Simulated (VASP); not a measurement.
A run of VASP 6.6.1:

Contents of POSCAR:

```
SiC
1.0
    3.0775593349      0.0000000000      0.0000000000
   -1.5387796674      2.6652445657      0.0000000000
    0.0000000000      0.0000000000     10.0767691420
Si C
4 4
Direct
    0.6620420870      0.3299479060      0.9378376197
    0.3287087536      0.6632812394      0.4378376197
   -0.0045196000     -0.0033085769      0.6878931817
   -0.0045196000     -0.0033085769      0.1878931817
    0.6771757939      0.3410265484      0.7498040034
    0.3438424605      0.6743598817      0.2498040034
    0.0108724637      0.0079591958      0.5004641952
    0.0108724637      0.0079591958      0.0004641952
```

The input INCAR.step1:

```
  PREC = Accurate
  ENCUT = 660
  ISMEAR = 0
  SIGMA = 0.05
  LREAL = False
  LASPH = True
  NELM = 120
  NBANDS = 26
  GGA = PE
  ALGO = Normal
  EDIFF = 1E-5
  LWAVE = True
  LCHARG = False
  GGA_COMPAT = False
```

Contents of INCAR.step2:

```
  PREC = Accurate
  ENCUT = 660
  EDIFF = 1E-6
  ISMEAR = 0
  SIGMA = 0.05
  LREAL = False
  LASPH = True
  NELM = 120
  ALGO = Normal
  ISIF = 2
  LWAVE = False
  LCHARG = False
  METAGGA = R2SCAN
  LMIXTAU = True
  NBANDS = 26
  ISTART = 1
  GGA_COMPAT = False
```

Contents of KPOINTS:

```
regular mesh
0
Gamma
  12 12 4
```

Potentials or basis: VASP PAW PBE potentials, release 64 (Si, C).

Run with:

```bash
$ cat potpaw_PBE.64/Si/POTCAR potpaw_PBE.64/C/POTCAR > POTCAR
$ cp INCAR.step1 INCAR
$ mpirun -np 1 vasp_std > vasp.out
$ cp INCAR.step2 INCAR
$ mpirun -np 1 vasp_std > vasp.out
```

Hardware: 1 thread of Intel(R) Xeon(R) Platinum 8559C (Emerald Rapids) (shared host).

Question: How long does it take, and how much memory?

Answer: It took 28 min on 1 thread of Intel(R) Xeon(R) Platinum 8559C (Emerald Rapids) (shared host), peak memory 0.74 GiB. Counts: k points 292.
